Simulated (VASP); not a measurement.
# WS2 (P-6m2) in VASP: notebook

Runs on WS2. Level: r2SCAN. Tasks: single point.

Everything below comes from runs of VASP 6.6.1. Logs are shortened: lines on timing, memory, paths and dates and some standing lists are left out, and cuts for length are marked.

### 1 The cell of the first run

Symmetry: P-6m2, No. 187, hexagonal system. Conventional cell: a = 3.079 Å, b = 3.079 Å, c = 17.550 Å, α = 90.00°, β = 90.00°, γ = 120.00°. Within 3.1 Å of W (site symmetry -6m2) lie 6 S at 2.37 Å and 6 W at 3.08 Å. Within 3.1 Å of W (site symmetry 3m) lie 6 S at 2.37 Å and 6 W at 3.08 Å. Within 3.2 Å of S (site symmetry 3m) lie 3 W at 2.37 Å and 8 S at 3.04 to 3.14 Å. Within 3.2 Å of S (site symmetry 3m) lie 3 W at 2.37 Å and 10 S at 3.08 to 3.14 Å. S (site symmetry 3m) has 3 W at 2.37 Å and 10 S at 3.08 to 3.14 Å within 3.2 Å.

### 2 Single point, r2SCAN

Contents of POSCAR:

```
WS2
1.0
    3.0790738334      0.0000000000      0.0000000000
   -1.5395369167      2.6665561598      0.0000000000
    0.0000000000      0.0000000000     17.5499654131
W S
3 6
Direct
    0.6666666667      0.3333333333      0.6597259989
    0.3333333333      0.6666666667      0.9840382996
    0.3333333333      0.6666666667      0.3354136982
    0.6666666667      0.3333333333      1.0732499546
    0.6666666667      0.3333333333      0.4248372568
    0.3333333333      0.6666666667      0.7490971738
    0.6666666667      0.3333333333      0.8946147410
    0.6666666667      0.3333333333      0.2462020431
    0.3333333333      0.6666666667      0.5703548239
```

Contents of INCAR.step1:

```
SYSTEM = WS2
PREC = Accurate ; ENCUT = 520
ISMEAR = 0 ; SIGMA = 0.02
LREAL = .False. ; LASPH = .True.
NELM = 60 ; NBANDS = 49
GGA = PE ; ALGO = Normal
EDIFF = 1E-4 ; LWAVE = .True.
LCHARG = .False.
```

Contents of INCAR.step2:

```
SYSTEM = WS2
PREC = Accurate ; ENCUT = 520
EDIFF = 1E-7 ; ISMEAR = 0
SIGMA = 0.02 ; LREAL = .False.
LASPH = .True. ; NELM = 60
ALGO = Normal ; ISIF = 2
LWAVE = .False. ; LCHARG = .True.
METAGGA = R2SCAN ; LMIXTAU = .True.
LELF = .True. ; LVHAR = .True.
NBANDS = 49 ; ISTART = 1
```

Contents of KPOINTS:

```
Automatic mesh
0
Gamma
  12 12 2
  0 0 0
```

Potentials or basis: VASP PAW PBE potentials, release 64 (W_sv, S).

On the command line:

```
$ cat potpaw_PBE.64/W_sv/POTCAR potpaw_PBE.64/S/POTCAR > POTCAR
$ cp INCAR.step1 INCAR
$ mpirun -np 1 vasp_std > vasp.out
$ cp INCAR.step2 INCAR
$ mpirun -np 1 vasp_std > vasp.out
```

OUTCAR:

```text
SYSTEM = WS2
   PREC = Accurate
   ENCUT = 520
   EDIFF = 1E-7
   ISMEAR = 0
   LREAL = .False.
   LASPH = .True.
   NELM = 60
   ISIF = 2
   METAGGA = R2SCAN
   ISTART = 1

 ion  position               nearest neighbor table
   1  0.667  0.333  0.660-   6 2.37   6 2.37   6 2.37   9 2.37   9 2.37   9 2.37
   2  0.333  0.667  0.984-   4 2.37   4 2.37   4 2.37   7 2.37   7 2.37   7 2.37
   3  0.333  0.667  0.335-   8 2.37   8 2.37   8 2.37   5 2.37   5 2.37   5 2.37
   4  0.667  0.333  0.073-   2 2.37   2 2.37   2 2.37
   5  0.667  0.333  0.425-   3 2.37   3 2.37   3 2.37
   6  0.333  0.667  0.749-   1 2.37   1 2.37   1 2.37
   7  0.667  0.333  0.895-   2 2.37   2 2.37   2 2.37
   8  0.667  0.333  0.246-   3 2.37   3 2.37   3 2.37
   9  0.333  0.667  0.570-   1 2.37   1 2.37   1 2.37

  LATTYP: Found a hexagonal cell.
 ALAT       =     3.0790738334
 C/A-ratio  =     5.6997546544

  Lattice vectors:

 A1 = (   3.0790738334,   0.0000000000,   0.0000000000)
 A2 = (  -1.5395369167,   2.6665561598,   0.0000000000)
 A3 = (   0.0000000000,   0.0000000000,  17.5499654131)

Analysis of symmetry for initial positions (statically):
=====================================================================
 Subroutine PRICEL returns:
 Original cell was already a primitive cell.

 Routine SETGRP: Setting up the symmetry group for a
 hexagonal supercell.

 Subroutine GETGRP returns: Found 12 space group operations
 (whereof  6 operations were pure point group operations)
 out of a pool of 24 trial point group operations.

The static configuration has the point symmetry C_3v.
 The point group associated with its full space group is D_3h.

Analysis of symmetry for dynamics (positions and initial velocities):
=====================================================================
 Subroutine PRICEL returns:
 Original cell was already a primitive cell.

 Routine SETGRP: Setting up the symmetry group for a
 hexagonal supercell.

 Subroutine GETGRP returns: Found 12 space group operations
 (whereof  6 operations were pure point group operations)
 out of a pool of 24 trial point group operations.

The dynamic configuration has the point symmetry C_3v.
 The point group associated with its full space group is D_3h.

 Subroutine INISYM returns: Found 12 space group operations
 (whereof  6 operations are pure point group operations),
 and found     1 'primitive' translations

----------------------------------------------------------------------------------------

                                     Primitive cell

  volume of cell :     144.0944

  direct lattice vectors                    reciprocal lattice vectors
     3.079073833  0.000000000  0.000000000     0.324772985  0.187507770  0.000000000
    -1.539536917  2.666556160  0.000000000     0.000000000  0.375015541  0.000000000
     0.000000000  0.000000000 17.549965413     0.000000000  0.000000000  0.056980169

  length of vectors
     3.079073833  3.079073833 17.549965413     0.375015541  0.375015541  0.056980169

  position of ions in fractional coordinates (direct lattice)
     0.666666667  0.333333333  0.659725999
     0.333333333  0.666666667  0.984038300
     0.333333333  0.666666667  0.335413698
     0.666666667  0.333333333  0.073249955
     0.666666667  0.333333333  0.424837257
     0.333333333  0.666666667  0.749097174
     0.666666667  0.333333333  0.894614741
     0.666666667  0.333333333  0.246202043
     0.333333333  0.666666667  0.570354824

  ion indices of the primitive-cell ions
   primitive index   ion index
                 1           1
                 2           2
                 3           3
                 4           4
                 5           5
                 6           6
                 7           7
                 8           8
                 9           9

----------------------------------------------------------------------------------------

 KPOINTS: Automatic mesh

Automatic generation of k-mesh.
 Grid dimensions read from file:
 generate k-points for:   12   12    2

 Generating k-lattice:

  Cartesian coordinates                     Fractional coordinates (reciprocal lattice)
     0.027064415  0.015625648  0.000000000     0.083333333  0.000000000  0.000000000
     0.000000000  0.031251295  0.000000000     0.000000000  0.083333333  0.000000000
     0.000000000  0.000000000  0.028490085     0.000000000  0.000000000  0.500000000

  Length of vectors
     0.031251295  0.031251295  0.028490085

  Shift w.r.t. Gamma in fractional coordinates (k-lattice)
     0.000000000  0.000000000  0.000000000

 Subroutine IBZKPT returns following result:
 ===========================================

 Found     38 irreducible k-points:

 Following reciprocal coordinates:
            Coordinates               Weight
  0.000000  0.000000  0.000000      1.000000
  0.083333 -0.000000  0.000000      6.000000
  0.166667  0.000000  0.000000      6.000000
  0.250000 -0.000000  0.000000      6.000000
  0.333333  0.000000  0.000000      6.000000
  0.416667 -0.000000  0.000000      6.000000
[... 16 lines left out ...]
  0.250000 -0.000000  0.500000      6.000000
  0.333333  0.000000  0.500000      6.000000
 [... further k-points ...]
   k-points           NKPTS =     38   k-points in BZ     NKDIM =     38   number of bands    NBANDS=     49
   number of dos      NEDOS =    301   number of ions     NIONS =      9
   total plane-waves  NPLWV =  80640
   dimension x,y,z NGX =    24 NGY =   24 NGZ =  140
   dimension x,y,z NGXF=    48 NGYF=   48 NGZF=  280
   ions per type =               3   6
   NGX,Y,Z   is equivalent  to a cutoff of  12.96, 12.96, 13.26 a.u.
   NGXF,Y,Z  is equivalent  to a cutoff of  25.92, 25.92, 26.52 a.u.
 SYSTEM =  WS2
   PREC   = accura    normal or accurate (medium, high low for compatibility)
   ISTART =      1    job   : 0-new  1-cont  2-samecut
   ICHARG =      0    charge: 1-file 2-atom 10-const
   ISPIN  =      1    spin polarized calculation?
   LNONCOLLINEAR =      F non collinear calculations
   LSORBIT =      F    spin-orbit coupling
   LASPH  =      T    aspherical Exc in radial PAW
   ENCUT  =  520.0 eV  38.22 Ry    6.18 a.u.   5.73  5.73 32.63*2*pi/ulx,y,z
   NELM   =     60;   NELMIN=  2; NELMDL=  0     # of ELM steps
   EDIFF  = 0.1E-06   stopping-criterion for ELM
   LREAL  =      F    real-space projection
   EDIFFG = 0.1E-05   stopping-criterion for IOM
   NSW    =      0    number of steps for IOM
   IBRION =     -1    ionic relax: 0-MD 1-quasi-New 2-CG
   NFREE  =      0    steps in history (QN), initial steepest desc. (CG)
   ISIF   =      2    stress and relaxation
   ISYM   =      2    0-nonsym 1-usesym 2-fastsym
   POTIM  = 0.5000    time-step for ionic-motion
   TEBEG  =    0.0;   TEEND  =   0.0 temperature during run
   PSTRESS=    0.0 pullay stress
   NELECT =      78.0000    total number of electrons
   NUPDOWN=      -1.0000    fix difference up-down
   EMIN   =  10.00;   EMAX   =-10.00  energy-range for DOS
   EFERMI =   0.00;   METHOD = LEGACY
   ISMEAR =     0;   SIGMA  =   0.02  broadening in eV -4-tet -1-fermi 0-gaus
   EFERMI_NEDOS =   21; number of points for ismear=-14 and -15
   IALGO  =     38    algorithm
   IMIX   =      4    mixing-type and parameters
     AMIX     =   0.40;   BMIX     =  1.00
     AMIX_MAG =   1.60;   BMIX_MAG =  1.00
  volume/ion in A,a.u.               =      16.01       108.04
  Fermi-wavevector in a.u.,A,eV,Ry     =   1.334209  2.521290 24.219931  1.780115
  Thomas-Fermi vector in A             =   2.463008
   LORBIT       =      0    0 simple, 1 ext, 2 COOP (PROOUT), +10 PAW based schemes
   METAGGA = R2SCAN    functional components
   LHFCALC =     F    Hartree Fock is set to
   AEXX    =    0.0000 exact exchange contribution
   IVDW    =     0    specifies the selected vdW correction
   LEPSILON=     F    determine dielectric tensor
   LRPA    =     F    only Hartree local field effects (RPA)
 non-spin polarized calculation
 Gauss-broadening in eV      SIGMA  =   0.02
  energy-cutoff  :      520.00
  volume of cell :      144.09
 maximum number of plane-waves:      3904
 NGX is ok and might be reduce to    24
   NGX = 11   NGY = 11   NGZ = 65

 number of electron      78.0000005 magnetization

 Free energy of the ion-electron system (eV)
  ---------------------------------------------------
  ext. energy  EPLUGINS =         0.00000000
  ---------------------------------------------------
  free energy    TOTEN  =      -209.16410093 eV

  energy without entropy =     -209.16410093  energy(sigma->0) =     -209.16410093

 E-fermi :   9.1122     XC(G=0): -12.3234

 val. band max:        8.9801141535   @ k =   0.0000   0.0000   0.5000
 cond. band min:       9.6312583488   @ k =   0.1667   0.1667   0.0000
 fundamental gap:      0.6511441953
 Fermi energy:         9.1122060941

 k-point     1 :       0.0000    0.0000    0.0000
  band No.  band energies     occupation
      1     -67.7433      2.00000
      2     -67.7433      2.00000
      3     -67.7402      2.00000
      4     -31.4405      2.00000
      5     -31.4405      2.00000
      6     -31.4307      2.00000
[... 41 lines left out ...]
     48      11.6024      0.00000
     49      11.6095      0.00000

 k-point     2 :       0.0833   -0.0000    0.0000
  band No.  band energies     occupation
      1     -67.7412      2.00000
      2     -67.7412      2.00000
      3     -67.7381      2.00000
      4     -31.4339      2.00000
      5     -31.4339      2.00000
      6     -31.4241      2.00000
[... 41 lines left out ...]
     48      11.4618      0.00000
     49      11.6298      0.00000

 k-point     3 :       0.1667    0.0000    0.0000
  band No.  band energies     occupation
      1     -67.7356      2.00000
      2     -67.7356      2.00000
      3     -67.7325      2.00000
      4     -31.4159      2.00000
      5     -31.4158      2.00000
      6     -31.4060      2.00000
[... 1081 lines left out ...]
     48      12.2728      0.00000
     49      12.3995      0.00000

 k-point    24 :       0.3333    0.0000    0.5000
  band No.  band energies     occupation
      1     -67.7202      2.00000
      2     -67.7202      2.00000
      3     -67.7170      2.00000
      4     -31.5358      2.00000
      5     -31.5347      2.00000
      6     -31.5347      2.00000
[... 41 lines left out ...]
     48      12.6731      0.00000
     49      12.8325      0.00000

 [... further k-points ...]

------------------------ aborting loop because EDIFF is reached ----------------------------------------

  FORCE on cell =-STRESS in cart. coord.  units (eV):
  Direction    XX          YY          ZZ          XY          YZ          ZX
  --------------------------------------------------------------------------------------
  -------------------------------------------------------------------------------------
  Total       13.7831144     13.7831144     13.7026006      0.0000000      0.0000000      0.0000000
  in kB      153.2536552    153.2536552    152.3584261      0.0000000      0.0000000      0.0000000
  external PRESSURE =     152.9552455 kB  Pullay stress =       0.0000000 kB

 VOLUME and BASIS-vectors are now :
 -----------------------------------------------------------------------------
  energy-cutoff  :      520.00
  volume of cell :      144.09
      direct lattice vectors                 reciprocal lattice vectors
     3.079073833  0.000000000  0.000000000     0.324772985  0.187507770  0.000000000
    -1.539536917  2.666556160  0.000000000     0.000000000  0.375015541  0.000000000
     0.000000000  0.000000000 17.549965413     0.000000000  0.000000000  0.056980169

 POSITION                                       TOTAL-FORCE (eV/Angst)
 -----------------------------------------------------------------------------------
      1.53954      0.88885     11.57817        -0.000000      0.000000      0.000000
     -0.00000      1.77770     17.26984        -0.000000      0.000000     -0.001250
     -0.00000      1.77770      5.88650        -0.000000      0.000000      0.001250
      1.53954      0.88885      1.28553         0.000000     -0.000000      0.030477
      1.53954      0.88885      7.45588         0.000000     -0.000000      0.026465
     -0.00000      1.77770     13.14663         0.000000      0.000000      0.024439
      1.53954      0.88885     15.70046         0.000000     -0.000000     -0.026465
      1.53954      0.88885      4.32084         0.000000     -0.000000     -0.030477
     -0.00000      1.77770     10.00971        -0.000000     -0.000000     -0.024439
 -----------------------------------------------------------------------------------
    total drift:                                0.000000     -0.000000      0.000057

  FREE ENERGIE OF THE ION-ELECTRON SYSTEM (eV)
  ---------------------------------------------------
  free  energy   TOTEN  =      -209.1641009319 eV

  energy  without entropy=     -209.1641009319  energy(sigma->0) =     -209.16410093
```

It took 18 min on 1 thread of Intel Xeon Platinum 8259CL at 2.50GHz (Skylake/Cascade Lake), shared host; peak memory 0.42 GiB.

What came out:

| Quantity | Value |
| --- | --- |
| Free energy | -209.1641 eV |
| Pressure | 15.3 GPa |
| Largest force | 0.030 eV/Å |
| Band gap on the k mesh | 0.65 eV (least direct gap 2.20 eV) |

Forces in eV/Å, atoms in the order of the input:
```
W    0.000  0.000  0.000
W    0.000  0.000 -0.001
W    0.000  0.000  0.001
S    0.000  0.000  0.030
S    0.000  0.000  0.026
S    0.000  0.000  0.024
S    0.000  0.000 -0.026
S    0.000  0.000 -0.030
S    0.000  0.000 -0.024
```

Stress tensor (GPa, compression positive):
```
15.33  0.00  0.00
 0.00 15.33  0.00
 0.00  0.00 15.24
```

Caveat: the cell stands under pressure; the PAW data sets were made with another functional, which shifts forces and pressure a little; spin-orbit coupling is left out, which moves the levels of the heavy elements. A k mesh can miss the band edges.

(Part 1 of 2 ends here.)
